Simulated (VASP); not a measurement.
# Ni (I4/mmm) in VASP: further runs

Runs on Ni. Level: PBEsol. Tasks: single point.

Everything below comes from runs of VASP 6.6.1. Logs are shortened: lines on timing, memory, paths and dates and some standing lists are left out, and cuts for length are marked.

## 1. The cell of the first run

Symmetry: I4/mmm, No. 139, tetragonal system. The conventional cell has a = 2.716 Å, b = 2.716 Å, c = 2.996 Å, α = 90.00°, β = 90.00°, γ = 90.00°. Ni (site symmetry 4/mmm) has 14 Ni at 2.44 to 3.00 Å within 3.2 Å.

## 2. Single point, PBEsol, collinear spin, ferromagnetic start

Contents of INCAR:

```
SYSTEM = Ni
PREC     = Accurate       ! precision mode
ENCUT    = 520            ! plane-wave cutoff, eV
EDIFF    = 1E-6           ! SCF threshold, eV
ISMEAR   = 0              ! smearing method
SIGMA    = 0.15           ! smearing width, eV
LREAL    = .False.        ! projectors in reciprocal space
LASPH    = .True.         ! aspherical terms in the spheres
NELM     = 150            ! most SCF steps
ALGO     = Normal         ! electronic algorithm
ISIF     = 2              ! what is computed and relaxed
LWAVE    = .False.        ! write WAVECAR
LCHARG   = .False.        ! write CHGCAR
ISPIN    = 2              ! spin polarisation
MAGMOM   = 0.81           ! initial moments
LORBIT   = 11             ! projections on sites
LMAXMIX  = 4              ! l up to which the mixer works
GGA      = PS             ! functional
NBANDS   = 15             ! bands
```

Contents of KPOINTS:

```
Automatic mesh
0
Gamma
  26 26 26
  0 0 0
```

Contents of POSCAR:

```
Ni
1.0
    0.0000000000      1.9206067205      1.4980732420
    1.9206067205      0.0000000000      1.4980732420
    1.9206067205      1.9206067205      0.0000000000
Ni
1
Direct
    0.0000000000      0.0000000000      0.0000000000
```

Potentials or basis: VASP PAW PBE potentials, release 64 (Ni).

The run is started by

```console
$ cat potpaw_PBE.64/Ni/POTCAR > POTCAR
$ mpirun -np 1 vasp_std > vasp.out
```

OUTCAR:

```text
SYSTEM = Ni
   PREC = Accurate
   ENCUT = 520
   EDIFF = 1E-6
   ISMEAR = 0
   LREAL = .False.
   LASPH = .True.
   NELM = 150
   ISIF = 2
   ISPIN = 2
   LORBIT = 11
   GGA = PS

 ion  position               nearest neighbor table
   1  0.000  0.000  0.000-

  LATTYP: Found a body centered tetragonal cell.
 ALAT       =     2.7161480721
 C/A-ratio  =     1.1030865787

  Lattice vectors:

 A1 = (   0.0000000000,  -1.9206067205,  -1.4980732420)
 A2 = (   0.0000000000,   1.9206067205,  -1.4980732420)
 A3 = (   1.9206067205,   0.0000000000,   1.4980732420)

Analysis of symmetry for initial positions (statically):
=====================================================================
 Subroutine PRICEL returns:
 Original cell was already a primitive cell.

 Routine SETGRP: Setting up the symmetry group for a
 body centered tetragonal supercell.

 Subroutine GETGRP returns: Found 16 space group operations
 (whereof 16 operations were pure point group operations)
 out of a pool of 16 trial point group operations.

The static configuration has the point symmetry D_4h.

Analysis of symmetry for dynamics (positions and initial velocities):
=====================================================================
 Subroutine PRICEL returns:
 Original cell was already a primitive cell.

 Routine SETGRP: Setting up the symmetry group for a
 body centered tetragonal supercell.

 Subroutine GETGRP returns: Found 16 space group operations
 (whereof 16 operations were pure point group operations)
 out of a pool of 16 trial point group operations.

The dynamic configuration has the point symmetry D_4h.

Analysis of structural, dynamic, and magnetic symmetry:
=====================================================================
 Subroutine PRICEL returns:
 Original cell was already a primitive cell.

 Routine SETGRP: Setting up the symmetry group for a
 body centered tetragonal supercell.

 Subroutine GETGRP returns: Found 16 space group operations
 (whereof 16 operations were pure point group operations)
 out of a pool of 16 trial point group operations.

The overall configuration has the point symmetry D_4h.

 Subroutine INISYM returns: Found 16 space group operations
 (whereof 16 operations are pure point group operations),
 and found     1 'primitive' translations

----------------------------------------------------------------------------------------

                                     Primitive cell

  volume of cell :      11.0520

  direct lattice vectors                    reciprocal lattice vectors
     0.000000000  1.920606720  1.498073242    -0.260334401  0.260334401  0.333762052
     1.920606720  0.000000000  1.498073242     0.260334401 -0.260334401  0.333762052
     1.920606720  1.920606720  0.000000000     0.260334401  0.260334401 -0.333762052

  length of vectors
     2.435765509  2.435765509  2.716148072     0.496935718  0.496935718  0.496935718

  position of ions in fractional coordinates (direct lattice)
     0.000000000  0.000000000  0.000000000

  ion indices of the primitive-cell ions
   primitive index   ion index
                 1           1

----------------------------------------------------------------------------------------

 KPOINTS: Automatic mesh

Automatic generation of k-mesh.
 Grid dimensions read from file:
 generate k-points for:   26   26   26

 Generating k-lattice:

  Cartesian coordinates                     Fractional coordinates (reciprocal lattice)
    -0.010012862  0.010012862  0.012837002     0.038461538  0.000000000  0.000000000
     0.010012862 -0.010012862  0.012837002     0.000000000  0.038461538  0.000000000
     0.010012862  0.010012862 -0.012837002     0.000000000  0.000000000  0.038461538

  Length of vectors
     0.019112912  0.019112912  0.019112912

  Shift w.r.t. Gamma in fractional coordinates (k-lattice)
     0.000000000  0.000000000  0.000000000

 Subroutine IBZKPT returns following result:
 ===========================================

 Found   1330 irreducible k-points:

 Following reciprocal coordinates:
            Coordinates               Weight
  0.000000  0.000000  0.000000      1.000000
  0.038462 -0.000000  0.000000      8.000000
  0.076923 -0.000000  0.000000      8.000000
  0.115385  0.000000  0.000000      8.000000
  0.153846  0.000000  0.000000      8.000000
  0.192308 -0.000000  0.000000      8.000000
[... 16 lines left out ...]
  0.346154  0.038462  0.000000      8.000000
  0.384615  0.038462  0.000000      8.000000
 [... further k-points ...]
   k-points           NKPTS =   1330   k-points in BZ     NKDIM =   1330   number of bands    NBANDS=     15
   number of dos      NEDOS =    301   number of ions     NIONS =      1
   total plane-waves  NPLWV =   6480
   dimension x,y,z NGX =    18 NGY =   18 NGZ =   20
   dimension x,y,z NGXF=    36 NGYF=   36 NGZF=   40
   ions per type =               1
   NGX,Y,Z   is equivalent  to a cutoff of  12.29, 12.29, 12.24 a.u.
   NGXF,Y,Z  is equivalent  to a cutoff of  24.57, 24.57, 24.48 a.u.
 SYSTEM =  Ni
   PREC   = accura    normal or accurate (medium, high low for compatibility)
   ISTART =      0    job   : 0-new  1-cont  2-samecut
   ICHARG =      2    charge: 1-file 2-atom 10-const
   ISPIN  =      2    spin polarized calculation?
   LNONCOLLINEAR =      F non collinear calculations
   LSORBIT =      F    spin-orbit coupling
   LASPH  =      T    aspherical Exc in radial PAW
   ENCUT  =  520.0 eV  38.22 Ry    6.18 a.u.   4.53  4.53  5.05*2*pi/ulx,y,z
   NELM   =    150;   NELMIN=  2; NELMDL= -5     # of ELM steps
   EDIFF  = 0.1E-05   stopping-criterion for ELM
   LREAL  =      F    real-space projection
   EDIFFG = 0.1E-04   stopping-criterion for IOM
   NSW    =      0    number of steps for IOM
   IBRION =     -1    ionic relax: 0-MD 1-quasi-New 2-CG
   NFREE  =      0    steps in history (QN), initial steepest desc. (CG)
   ISIF   =      2    stress and relaxation
   ISYM   =      2    0-nonsym 1-usesym 2-fastsym
   POTIM  = 0.5000    time-step for ionic-motion
   TEBEG  =    0.0;   TEEND  =   0.0 temperature during run
   PSTRESS=    0.0 pullay stress
   NELECT =      10.0000    total number of electrons
   NUPDOWN=      -1.0000    fix difference up-down
   EMIN   =  10.00;   EMAX   =-10.00  energy-range for DOS
   EFERMI =   0.00;   METHOD = LEGACY
   ISMEAR =     0;   SIGMA  =   0.15  broadening in eV -4-tet -1-fermi 0-gaus
   EFERMI_NEDOS =   21; number of points for ismear=-14 and -15
   IALGO  =     38    algorithm
   IMIX   =      4    mixing-type and parameters
     AMIX     =   0.40;   BMIX     =  1.00
     AMIX_MAG =   1.60;   BMIX_MAG =  1.00
  volume/ion in A,a.u.               =      11.05        74.58
  Fermi-wavevector in a.u.,A,eV,Ry     =   1.583415  2.992221 34.112584  2.507204
  Thomas-Fermi vector in A             =   2.683189
   LORBIT       =     11    0 simple, 1 ext, 2 COOP (PROOUT), +10 PAW based schemes
   GGA     = PS    functional components
   LHFCALC =     F    Hartree Fock is set to
   AEXX    =    0.0000 exact exchange contribution
   IVDW    =     0    specifies the selected vdW correction
   LEPSILON=     F    determine dielectric tensor
   LRPA    =     F    only Hartree local field effects (RPA)
 spin polarized calculation
 Gauss-broadening in eV      SIGMA  =   0.15
  energy-cutoff  :      520.00
  volume of cell :       11.05
 maximum number of plane-waves:       312
   NGX =  9   NGY =  9   NGZ =  9

 number of electron      10.0000000 magnetization       0.8100000

 number of electron       9.9999998 magnetization       0.5746354

 Free energy of the ion-electron system (eV)
  ---------------------------------------------------
  ext. energy  EPLUGINS =         0.00000000
  ---------------------------------------------------
  free energy    TOTEN  =        -6.03898429 eV

  energy without entropy =       -6.01873133  energy(sigma->0) =       -6.02885781

 E-fermi :   8.8767     XC(G=0): -13.3380

 val. band max:        8.8765353142   @ k =   0.3462   0.0000   0.2308
 cond. band min:       8.8768339934   @ k =  -0.3462   0.3462   0.0000
 fundamental gap:      0.0002986792
 Fermi energy:         8.8767012852

 spin component 1

 k-point     1 :       0.0000    0.0000    0.0000
  band No.  band energies     occupation
      1       0.0197      1.00000
      2       6.4627      1.00000
      3       6.4627      1.00000
      4       6.9169      1.00000
      5       7.6055      1.00000
      6       8.1562      1.00000
      7      33.8285      0.00000
      8      35.6167      0.00000
      9      35.6167      0.00000
     10      38.9486      0.00000
     11      39.2077      0.00000
     12      40.4909      0.00000
     13      40.4909      0.00000
     14      40.7394      0.00000
     15      42.1491      0.00000
[... 397 lines left out ...]
 k-point    24 :       0.3846    0.0385    0.0000
  band No.  band energies     occupation
      1       4.0152      1.00000
      2       6.0368      1.00000
      3       7.1246      1.00000
      4       7.5738      1.00000
      5       8.2423      1.00000
      6       8.4323      0.99999
      7      17.8120      0.00000
      8      29.1118      0.00000
      9      29.7115      0.00000
     10      34.3488      0.00000
     11      36.9137      0.00000
     12      42.1518      0.00000
     13      43.3071      0.00000
     14      49.3003      0.00000
     15      54.7524      0.00000

 [... further k-points ...]

 spin component 2

 k-point     1 :       0.0000    0.0000    0.0000
  band No.  band energies     occupation
      1       0.0165      1.00000
      2       7.1393      1.00000
      3       7.1393      1.00000
      4       7.5348      1.00000
      5       8.2045      1.00000
      6       8.6662      0.97638
      7      33.7396      0.00000
      8      35.5500      0.00000
      9      35.5500      0.00000
     10      39.0666      0.00000
     11      39.2032      0.00000
     12      40.6481      0.00000
     13      40.6481      0.00000
     14      40.6709      0.00000
     15      42.3459      0.00000
[... 397 lines left out ...]
 k-point    24 :       0.3846    0.0385    0.0000
  band No.  band energies     occupation
      1       4.2536      1.00000
      2       6.6414      1.00000
      3       7.4188      1.00000
      4       8.1564      1.00000
      5       8.7682      0.84693
      6       9.1513      0.00481
      7      18.0506      0.00000
      8      29.0728      0.00000
      9      29.8346      0.00000
     10      34.4493      0.00000
     11      36.9968      0.00000
     12      42.1509      0.00000
     13      43.3469      0.00000
     14      49.4955      0.00000
     15      54.7732      0.00000

 [... further k-points ...]
[... 5 lines left out ...]
  --------------------------------------------------------------------------------------
  -------------------------------------------------------------------------------------
  Total       -0.8982564     -0.8982564     -0.4254584      0.0000000      0.0000000      0.0000000
  in kB     -130.2179859   -130.2179859    -61.6776426      0.0000000      0.0000000      0.0000000
  external PRESSURE =    -107.3712048 kB  Pullay stress =       0.0000000 kB

 VOLUME and BASIS-vectors are now :
 -----------------------------------------------------------------------------
  energy-cutoff  :      520.00
  volume of cell :       11.05
      direct lattice vectors                 reciprocal lattice vectors
     0.000000000  1.920606720  1.498073242    -0.260334401  0.260334401  0.333762052
     1.920606720  0.000000000  1.498073242     0.260334401 -0.260334401  0.333762052
     1.920606720  1.920606720  0.000000000     0.260334401  0.260334401 -0.333762052

 POSITION                                       TOTAL-FORCE (eV/Angst)
 -----------------------------------------------------------------------------------
      0.00000      0.00000      0.00000         0.000000     -0.000000      0.000000
 -----------------------------------------------------------------------------------
    total drift:                                0.000000      0.000000     -0.000000

  FREE ENERGIE OF THE ION-ELECTRON SYSTEM (eV)
  ---------------------------------------------------
  free  energy   TOTEN  =        -6.0389842899 eV

  energy  without entropy=       -6.0187313324  energy(sigma->0) =       -6.02885781

 total charge

# of ion       s       p       d       tot
------------------------------------------
    1        0.489   0.482   8.318   9.290

 magnetization (x)

# of ion       s       p       d       tot
------------------------------------------
    1       -0.005  -0.018   0.607   0.584
```

Run time: 4 min. Hardware: 1 thread of Intel Xeon 6975P-C, shared host; peak memory 0.41 GiB.

What came out:

```yaml
Free_energy: -6.0390 eV
Pressure: -10.7 GPa
Net_moment: 0.57 μB per cell
Site_moments: Ni +0.58 μB
Valence_electrons_inside_the_program's_atomic_spheres: Ni 9.29
```

Caveat: the PAW data sets were made with another functional, which shifts forces and pressure a little.

## 3. Single point, PBEsol, collinear spin, ferromagnetic start

This run uses another cell than the first one, of the same volume but with other edges.

Contents of INCAR:

```
PREC = Accurate
ENCUT = 520
EDIFF = 1E-6
ISMEAR = 0
SIGMA = 0.15
LREAL = False
LASPH = True
NELM = 150
ALGO = Normal
ISIF = 2
LWAVE = False
LCHARG = False
ISPIN = 2
MAGMOM = 0.81
LORBIT = 11
LMAXMIX = 4
GGA = PS
NBANDS = 15
```

Contents of KPOINTS:

```
Automatic mesh
0
Gamma
  26 26 26
```

Contents of POSCAR:

```
Ni
1.0
    0.0000000000      1.6199024453      2.1058731788
    1.6199024453      0.0000000000      2.1058731788
    1.6199024453      1.6199024453      0.0000000000
Ni
1
Direct
    0.0000000000      0.0000000000      0.0000000000
```

Potentials or basis: VASP PAW PBE potentials, release 64 (Ni).

The run is started by

```console
$ cat potpaw_PBE.64/Ni/POTCAR > POTCAR
$ mpirun -np 1 vasp_std > vasp.out
```

Run time: 4.7 min. Hardware: 1 thread of Intel Xeon 6975P-C, shared host; peak memory 0.41 GiB.

It converged, with:

```
Free energy                                           : -5.8913 eV
Pressure                                              : -5.5 GPa
Net moment                                            : 0.53 μB per cell
Site moments                                          : Ni +0.54 μB
Valence electrons inside the program's atomic spheres : Ni 9.32
```

Stress tensor (GPa, compression positive):
```
  7.76   0.00   0.00
  0.00   7.76   0.00
  0.00   0.00 -32.13
```

Levels at points of the mesh, in eV from the Fermi level:
Spin up:
```csv
k point,band 3,band 4,band 5,band 6,band 7,band 8
"(0.00, 0.00, 0.00)",-2.19,-1.49,-1.49,-0.47,23.67,24.90
"(0.50, 0.00, 0.00)",-1.59,-0.61,-0.31,-0.04,6.00,16.82
"(0.50, 0.50, 0.00)",-0.73,-0.37,-0.37,-0.29,4.98,19.36
"(0.50, 0.00, 0.50)",-1.01,-0.62,0.34,4.71,11.54,13.21
```
Spin down:
```tsv
k point	band 2	band 3	band 4	band 5	band 6	band 7	band 8	band 9
(0.00, 0.00, 0.00)	-2.81	-1.70	-0.89	-0.89	0.16	23.62	24.82	28.35
(0.50, 0.00, 0.00)	-2.49	-1.01	-0.06	0.04	0.28	6.33	16.84	22.85
(0.50, 0.50, 0.00)	-3.59	-0.75	0.29	0.29	0.35	5.30	19.40	19.40
(0.50, 0.00, 0.50)	-3.26	-0.37	-0.07	0.99	4.72	11.76	13.27	13.56
```

Caveat: the PAW data sets were made with another functional, which shifts forces and pressure a little.
